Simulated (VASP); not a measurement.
# SiC (Cm) in VASP: single point with PBE

Aim: the single point of SiC with PBE.

All numbers are computed with VASP 6.6.1; they aren't measurements. Logs are shortened: lines on timing, memory, paths and dates and some standing lists are left out, and cuts for length are marked.

## Step 1: The cell of the first run

It takes space group Cm (No. 8, monoclinic). The conventional cell has a = 5.355 Å, b = 3.092 Å, c = 5.074 Å, α = 90.00°, β = 90.00°, γ = 90.00°. Si (site symmetry m) has 4 C at 1.85 to 2.02 Å within 2.5 Å. Si (site symmetry m) has 4 C at 1.80 to 1.97 Å within 2.4 Å. C (site symmetry m) has 4 Si at 1.80 to 1.97 Å within 2.4 Å. C (site symmetry m) has 4 Si at 1.85 to 2.02 Å within 2.5 Å.

## Step 2: Single point, PBE

INCAR reads:

```
SYSTEM = SiC
ALGO = Normal
EDIFF = 1E-6
ENCUT = 520
GGA = PE
ISIF = 2
ISMEAR = 0
LASPH = .TRUE.
LCHARG = .FALSE.
LREAL = .FALSE.
LWAVE = .FALSE.
NBANDS = 16
NELM = 80
PREC = Accurate
SIGMA = 0.05
```

KPOINTS reads:

```
k-points
0
G
  12 12 6
  0 0 0
```

POSCAR reads:

```
SiC
1.0
    3.0919867344      0.0000000000      0.0000000000
   -1.5459933672      2.6777390602      0.0000000000
    0.0000000000      0.0000000000      5.0737646004
Si C
2 2
Direct
    0.3773552657      0.6886776329      0.0127601601
    0.7106885991      0.3553442995      0.5127601601
    0.3333333333      0.6666666667      0.3804363282
    0.6666666667      0.3333333333      0.8804363282
```

Potentials or basis: VASP PAW PBE potentials, release 64 (Si, C).

On the command line:

```
cat potpaw_PBE.64/Si/POTCAR potpaw_PBE.64/C/POTCAR > POTCAR
mpirun -np 1 vasp_std > vasp.out
```

OUTCAR:

```text
SYSTEM = SiC
   EDIFF = 1E-6
   ENCUT = 520
   GGA = PE
   ISIF = 2
   ISMEAR = 0
   LASPH = .TRUE.
   LREAL = .FALSE.
   NELM = 80
   PREC = Accurate

 ion  position               nearest neighbor table
   1  0.377  0.689  0.013-   4 1.85   4 1.85   3 1.87   4 2.02   2 3.10   2 3.10   2 3.10   2 3.10
                             2 3.10   2 3.10
   2  0.711  0.355  0.513-   3 1.80   4 1.87   3 1.97   3 1.97   1 3.10   1 3.10   1 3.10   1 3.10
                             1 3.10   1 3.10
   3  0.333  0.667  0.380-   2 1.80   1 1.87   2 1.97   2 1.97
   4  0.667  0.333  0.880-   1 1.85   1 1.85   2 1.87   1 2.02

  LATTYP: Found a hexagonal cell.
 ALAT       =     3.0919867344
 C/A-ratio  =     1.6409399639

  Lattice vectors:

 A1 = (   3.0919867344,   0.0000000000,   0.0000000000)
 A2 = (  -1.5459933672,   2.6777390602,   0.0000000000)
 A3 = (   0.0000000000,   0.0000000000,   5.0737646004)

Analysis of symmetry for initial positions (statically):
=====================================================================
 Subroutine PRICEL returns:
 Original cell was already a primitive cell.

 Routine SETGRP: Setting up the symmetry group for a
 hexagonal supercell.

 Subroutine GETGRP returns: Found  2 space group operations
 (whereof  2 operations were pure point group operations)
 out of a pool of 24 trial point group operations.

The static configuration has the point symmetry C_1h.

Analysis of symmetry for dynamics (positions and initial velocities):
=====================================================================
 Subroutine PRICEL returns:
 Original cell was already a primitive cell.

 Routine SETGRP: Setting up the symmetry group for a
 hexagonal supercell.

 Subroutine GETGRP returns: Found  2 space group operations
 (whereof  2 operations were pure point group operations)
 out of a pool of 24 trial point group operations.

The dynamic configuration has the point symmetry C_1h.

 Subroutine INISYM returns: Found  2 space group operations
 (whereof  2 operations are pure point group operations),
 and found     1 'primitive' translations

----------------------------------------------------------------------------------------

                                     Primitive cell

  volume of cell :      42.0084

  direct lattice vectors                    reciprocal lattice vectors
     3.091986734  0.000000000  0.000000000     0.323416653  0.186724692  0.000000000
    -1.545993367  2.677739060  0.000000000     0.000000000  0.373449383  0.000000000
     0.000000000  0.000000000  5.073764600     0.000000000  0.000000000  0.197092313

  length of vectors
     3.091986734  3.091986734  5.073764600     0.373449383  0.373449383  0.197092313

  position of ions in fractional coordinates (direct lattice)
     0.377355266  0.688677633  0.012760160
     0.710688599  0.355344299  0.512760160
     0.333333333  0.666666667  0.380436328
     0.666666667  0.333333333  0.880436328

  ion indices of the primitive-cell ions
   primitive index   ion index
                 1           1
                 2           2
                 3           3
                 4           4

----------------------------------------------------------------------------------------

 KPOINTS: k-points

Automatic generation of k-mesh.
 Grid dimensions read from file:
 generate k-points for:   12   12    6

 Generating k-lattice:

  Cartesian coordinates                     Fractional coordinates (reciprocal lattice)
     0.026951388  0.015560391  0.000000000     0.083333333  0.000000000  0.000000000
     0.000000000  0.031120782  0.000000000     0.000000000  0.083333333  0.000000000
     0.000000000  0.000000000  0.032848719     0.000000000  0.000000000  0.166666667

  Length of vectors
     0.031120782  0.031120782  0.032848719

  Shift w.r.t. Gamma in fractional coordinates (k-lattice)
     0.000000000  0.000000000  0.000000000

 Subroutine IBZKPT returns following result:
 ===========================================

 Found    242 irreducible k-points:

 Following reciprocal coordinates:
            Coordinates               Weight
  0.000000  0.000000  0.000000      1.000000
  0.083333  0.000000  0.000000      2.000000
  0.000000  0.083333  0.000000      4.000000
  0.166667  0.000000  0.000000      2.000000
  0.000000  0.166667  0.000000      4.000000
  0.250000 -0.000000  0.000000      2.000000
[... 16 lines left out ...]
 -0.083333  0.416667  0.000000      4.000000
 -0.416667  0.333333  0.000000      4.000000
 [... further k-points ...]
   k-points           NKPTS =    242   k-points in BZ     NKDIM =    242   number of bands    NBANDS=     16
   number of dos      NEDOS =    301   number of ions     NIONS =      4
   total plane-waves  NPLWV =  23040
   dimension x,y,z NGX =    24 NGY =   24 NGZ =   40
   dimension x,y,z NGXF=    48 NGYF=   48 NGZF=   80
   ions per type =               2   2
   NGX,Y,Z   is equivalent  to a cutoff of  12.90, 12.90, 13.11 a.u.
   NGXF,Y,Z  is equivalent  to a cutoff of  25.81, 25.81, 26.21 a.u.
 SYSTEM =  SiC
   PREC   = accura    normal or accurate (medium, high low for compatibility)
   ISTART =      0    job   : 0-new  1-cont  2-samecut
   ICHARG =      2    charge: 1-file 2-atom 10-const
   ISPIN  =      1    spin polarized calculation?
   LNONCOLLINEAR =      F non collinear calculations
   LSORBIT =      F    spin-orbit coupling
   LASPH  =      T    aspherical Exc in radial PAW
   ENCUT  =  520.0 eV  38.22 Ry    6.18 a.u.   5.75  5.75  9.43*2*pi/ulx,y,z
   NELM   =     80;   NELMIN=  2; NELMDL= -5     # of ELM steps
   EDIFF  = 0.1E-05   stopping-criterion for ELM
   LREAL  =      F    real-space projection
   EDIFFG = 0.1E-04   stopping-criterion for IOM
   NSW    =      0    number of steps for IOM
   IBRION =     -1    ionic relax: 0-MD 1-quasi-New 2-CG
   NFREE  =      0    steps in history (QN), initial steepest desc. (CG)
   ISIF   =      2    stress and relaxation
   ISYM   =      2    0-nonsym 1-usesym 2-fastsym
   POTIM  = 0.5000    time-step for ionic-motion
   TEBEG  =    0.0;   TEEND  =   0.0 temperature during run
   PSTRESS=    0.0 pullay stress
   NELECT =      16.0000    total number of electrons
   NUPDOWN=      -1.0000    fix difference up-down
   EMIN   =  10.00;   EMAX   =-10.00  energy-range for DOS
   EFERMI =   0.00;   METHOD = LEGACY
   ISMEAR =     0;   SIGMA  =   0.05  broadening in eV -4-tet -1-fermi 0-gaus
   EFERMI_NEDOS =   21; number of points for ismear=-14 and -15
   IALGO  =     38    algorithm
   IMIX   =      4    mixing-type and parameters
     AMIX     =   0.40;   BMIX     =  1.00
     AMIX_MAG =   1.60;   BMIX_MAG =  1.00
  volume/ion in A,a.u.               =      10.50        70.87
  Fermi-wavevector in a.u.,A,eV,Ry     =   1.186687  2.242513 19.160071  1.408225
  Thomas-Fermi vector in A             =   2.322854
   LORBIT       =      0    0 simple, 1 ext, 2 COOP (PROOUT), +10 PAW based schemes
   GGA     = PE    functional components
   LHFCALC =     F    Hartree Fock is set to
   AEXX    =    0.0000 exact exchange contribution
   IVDW    =     0    specifies the selected vdW correction
   LEPSILON=     F    determine dielectric tensor
   LRPA    =     F    only Hartree local field effects (RPA)
 non-spin polarized calculation
 Gauss-broadening in eV      SIGMA  =   0.05
  energy-cutoff  :      520.00
  volume of cell :       42.01
 maximum number of plane-waves:      1170
   NGX = 11   NGY = 11   NGZ = 19

 number of electron      16.0000001 magnetization

 Free energy of the ion-electron system (eV)
  ---------------------------------------------------
  ext. energy  EPLUGINS =         0.00000000
  ---------------------------------------------------
  free energy    TOTEN  =       -29.83941830 eV

  energy without entropy =      -29.83941830  energy(sigma->0) =      -29.83941830

 E-fermi :   8.6809     XC(G=0): -11.2857

 val. band max:        8.4320045217   @ k =   0.0000   0.0000   0.0000
 cond. band min:      10.1728670596   @ k =   0.3333   0.3333   0.0000
 fundamental gap:      1.7408625379
 Fermi energy:         8.6808928448

 k-point     1 :       0.0000    0.0000    0.0000
  band No.  band energies     occupation
      1      -7.3686      2.00000
      2      -3.8112      2.00000
      3      -0.6696      2.00000
      4       6.7110      2.00000
      5       6.7299      2.00000
      6       7.6074      2.00000
[... 8 lines left out ...]
     15      17.1380      0.00000
     16      19.0620      0.00000

 k-point     2 :       0.0833    0.0000    0.0000
  band No.  band energies     occupation
      1      -7.2499      2.00000
      2      -3.7112      2.00000
      3      -0.5613      2.00000
      4       6.0784      2.00000
      5       6.5197      2.00000
      6       7.4366      2.00000
[... 8 lines left out ...]
     15      17.3514      0.00000
     16      18.4031      0.00000

 k-point     3 :       0.0000    0.0833    0.0000
  band No.  band energies     occupation
      1      -7.2500      2.00000
      2      -3.7110      2.00000
      3      -0.5614      2.00000
      4       6.0688      2.00000
      5       6.5157      2.00000
      6       7.4773      2.00000
[... 8 lines left out ...]
     15      17.3927      0.00000
     16      18.3593      0.00000

 k-point     4 :       0.1667    0.0000    0.0000
  band No.  band energies     occupation
      1      -6.8970      2.00000
      2      -3.4208      2.00000
      3      -0.2457      2.00000
      4       4.6363      2.00000
      5       6.0744      2.00000
      6       6.5656      2.00000
[... 8 lines left out ...]
     15      17.7829      0.00000
     16      17.9236      0.00000
[... 324 lines left out ...]
 k-point    22 :       0.3333    0.0833    0.0000
  band No.  band energies     occupation
      1      -5.0340      2.00000
      2      -2.3504      2.00000
      3       0.5816      2.00000
      4       1.9698      2.00000
      5       3.1849      2.00000
      6       4.5352      2.00000
[... 8 lines left out ...]
     15      18.9123      0.00000
     16      19.8718      0.00000

 k-point    23 :      -0.0833    0.4167    0.0000
  band No.  band energies     occupation
      1      -5.0368      2.00000
      2      -2.3321      2.00000
      3       0.5464      2.00000
      4       1.9782      2.00000
      5       3.1335      2.00000
      6       4.6438      2.00000
[... 8 lines left out ...]
     15      18.8596      0.00000
     16      19.9098      0.00000

 k-point    24 :      -0.4167    0.3333    0.0000
  band No.  band energies     occupation
      1      -5.0362      2.00000
      2      -2.3364      2.00000
      3       0.5582      2.00000
      4       1.9782      2.00000
      5       3.1189      2.00000
      6       4.6396      2.00000
[... 8 lines left out ...]
     15      18.8800      0.00000
     16      19.8024      0.00000

 [... further k-points ...]
[... 5 lines left out ...]
  --------------------------------------------------------------------------------------
  -------------------------------------------------------------------------------------
  Total        0.2854478      0.0346619      0.9086232      0.2171870     -0.6733317     -1.1662446
  in kB       10.8868228      1.3219865     34.6543879      8.2833912    -25.6804979    -44.4799255
  external PRESSURE =      15.6210657 kB  Pullay stress =       0.0000000 kB

 VOLUME and BASIS-vectors are now :
 -----------------------------------------------------------------------------
  energy-cutoff  :      520.00
  volume of cell :       42.01
      direct lattice vectors                 reciprocal lattice vectors
     3.091986734  0.000000000  0.000000000     0.323416653  0.186724692  0.000000000
    -1.545993367  2.677739060  0.000000000     0.000000000  0.373449383  0.000000000
     0.000000000  0.000000000  5.073764600     0.000000000  0.000000000  0.197092313

 POSITION                                       TOTAL-FORCE (eV/Angst)
 -----------------------------------------------------------------------------------
      0.10209      1.84410      0.06474        -1.478984     -0.853892     -0.536311
      1.64808      0.95152      2.60162        -2.054980     -1.186444     -0.480167
     -0.00000      1.78516      1.93024         2.065543      1.192542      0.476590
      1.54599      0.89258      4.46713         1.468422      0.847794      0.539888
 -----------------------------------------------------------------------------------
    total drift:                               -0.000081     -0.000046      0.000110

  FREE ENERGIE OF THE ION-ELECTRON SYSTEM (eV)
  ---------------------------------------------------
  free  energy   TOTEN  =       -29.8394183041 eV

  energy  without entropy=      -29.8394183041  energy(sigma->0) =      -29.83941830
```

Run time: 45 s. Hardware: 1 thread of Intel Xeon 6975P-C (Granite Rapids), shared host; peak memory 0.25 GiB.

Results:

```
Free energy            : -29.8394 eV
Pressure               : 1.6 GPa
Largest force          : 2.432 eV/Å
Band gap on the k mesh : 1.74 eV (least direct gap 3.72 eV)
```

Forces on the atoms (eV/Å):
```
Si  -1.479 -0.854 -0.536
Si  -2.055 -1.186 -0.480
C    2.066  1.193  0.477
C    1.468  0.848  0.540
```

Stress tensor (GPa, compression positive):
```
 1.09  0.83 -4.45
 0.83  0.13 -2.57
-4.45 -2.57  3.47
```

Levels at points of the mesh, in eV from the valence-band top:
```csv
k point,band 6,band 7,band 8,band 9,band 10,band 11
"(0.00, 0.00, 0.00)",-0.82,-0.14,0.00,4.28,5.66,6.17
"(0.50, 0.00, 0.00)",-3.76,-3.63,-1.41,2.43,3.73,6.39
"(0.00, 0.50, 0.00)",-3.78,-3.52,-1.37,2.35,3.65,6.27
"(0.00, 0.00, 0.50)",-1.37,-0.55,-0.51,5.35,5.36,6.46
"(0.50, 0.00, 0.50)",-2.90,-2.65,-2.46,2.80,2.89,4.66
"(0.00, 0.50, 0.50)",-2.96,-2.49,-2.31,2.80,2.84,4.74
```

Caveat: the cell differs from its parent crystal (all Si atoms moved -0.125 Å, as atom 1 towards its neighbour atom 4 (C) at 1.893 Å); forces of over 1 eV/Å act on the atoms, so gaps and moduli don't describe the material at rest.
